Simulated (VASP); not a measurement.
Wanted: the native input for a VASP 6.6.1 run.

```yaml
Task: single point
Functional: LDA
Potentials_or_basis: VASP PAW LDA potentials, release 64 (Si, O)
Cutoff: 520 eV
k_mesh: 6 × 4 × 4
Occupations: gaussian, width 0.02 eV
Spin: no spin polarisation
Dipole_correction: no
Further_INCAR_settings: LREAL = Auto; ALGO = Normal; EDIFF = 1e-06; NBANDS = 82
```

The structure of SiO2 lies in POSCAR:

```
SiO2
1.0
    4.5426246999      0.0000000000      0.0000000000
    0.0000000000      8.1395848606      0.0000000000
    0.0000000000      0.0000000000      7.9171933491
Si O
8 16
Direct
    0.1770762168      0.0625065212      0.1580061282
    0.1770762168      0.4374934788      0.6580061282
    0.6770762168      0.5625065212      0.8419938718
    0.3229237832      0.4374934788      0.1580061282
    0.8229237832      0.5625065212      0.3419938718
    0.8229237832      0.9374934788      0.8419938718
    0.6770762168      0.9374934788      0.3419938718
    0.3229237832      0.0625065212      0.6580061282
    0.5308846678      0.0463469356      0.8220837876
    0.5308846678      0.4536530644      0.3220837876
    0.4691153322      0.5463469356      0.6779162124
    0.2500000000      0.2500000000      0.6312337525
    0.0308846678      0.5463469356      0.1779162124
    0.4691153322      0.9536530644      0.1779162124
    0.9691153322      0.0463469356      0.3220837876
    0.0000000000      0.5000000000      0.5000000000
    0.7500000000      0.7500000000      0.3687662475
    0.7500000000      0.7500000000      0.8687662475
    0.9691153322      0.4536530644      0.8220837876
    0.5000000000      0.5000000000      0.0000000000
    0.2500000000      0.2500000000      0.1312337525
    0.0308846678      0.9536530644      0.6779162124
    0.0000000000      0.0000000000      0.0000000000
    0.5000000000      0.0000000000      0.5000000000
```

The input as run:

INCAR

```
SYSTEM = SiO2
PREC = Accurate
ENCUT = 520
EDIFF = 1E-6
ISMEAR = 0
SIGMA = 0.02
LREAL = Auto
LASPH = .True.
NELM = 100
ALGO = Normal
ISIF = 2
LWAVE = .False.
LCHARG = .False.
GGA = CA
NBANDS = 82
```

KPOINTS

```
regular mesh
0
Gamma
  6 4 4
  0 0 0
```

Potentials or basis: VASP PAW LDA potentials, release 64 (Si, O).

Command:

```bash
$ cat potpaw_LDA.64/Si/POTCAR potpaw_LDA.64/O/POTCAR > POTCAR
$ mpirun -np 1 vasp_std > vasp.out
```

Results of the run:

```json
{
  "Pressure": "9.2 GPa",
  "Largest force": "0.059 eV/Å",
  "Band gap on the k mesh": "5.68 eV"
}
```

Caveat: the cell stands under pressure.

It took 35 min on 1 thread of Oxide Virtual Turin-like Processor, on a shared host, peak memory 0.59 GiB.
